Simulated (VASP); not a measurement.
A run of VASP 6.6.1 is set up as follows.

The input POSCAR:

```
Ti
1.0
    0.0000000000      2.7838202825      2.7838202825
    2.7838202825      0.0000000000      2.7838202825
    2.7838202825      2.7838202825      0.0000000000
Ti
2
Direct
    0.1250000000      0.1250000000      0.1250000000
    0.8750000000      0.8750000000      0.8750000000
```

Contents of INCAR.step1:

```
SYSTEM = Ti
ALGO = Normal ; EDIFF = 1E-4
ENCUT = 520 ; GGA = PE
ISMEAR = -1 ; LASPH = .TRUE.
LCHARG = .FALSE. ; LREAL = .FALSE.
LWAVE = .TRUE. ; NBANDS = 19
NELM = 80 ; PREC = Accurate
SIGMA = 0.1
```

File INCAR.step2:

```
SYSTEM = Ti
ALGO = Normal ; EDIFF = 1E-6
ENCUT = 520 ; ISIF = 2
ISMEAR = -1 ; ISTART = 1
LASPH = .TRUE. ; LCHARG = .TRUE.
LELF = .TRUE. ; LMIXTAU = .TRUE.
LREAL = .FALSE. ; LVHAR = .TRUE.
LWAVE = .FALSE. ; METAGGA = R2SCAN
NBANDS = 19 ; NELM = 80
PREC = Accurate ; SIGMA = 0.1
```

KPOINTS

```
k-points
0
G
  11 11 11
  0 0 0
```

Potentials or basis: VASP PAW PBE potentials, release 64 (Ti_sv).

Launch:

```bash
$ cat potpaw_PBE.64/Ti_sv/POTCAR > POTCAR
$ cp INCAR.step1 INCAR
$ mpirun -np 1 vasp_std > vasp.out
$ cp INCAR.step2 INCAR
$ mpirun -np 1 vasp_std > vasp.out
```

Problem. Estimate the band gap on the k mesh.

Solution. Zero (band 12 reaches 6.11 eV, above the bottom of band 13 at 5.84 eV).

Problem. What does it give for the pressure?

Solution. 0.3 GPa.

Caveat: the PAW data sets were made with another functional, which shifts forces and pressure a little.
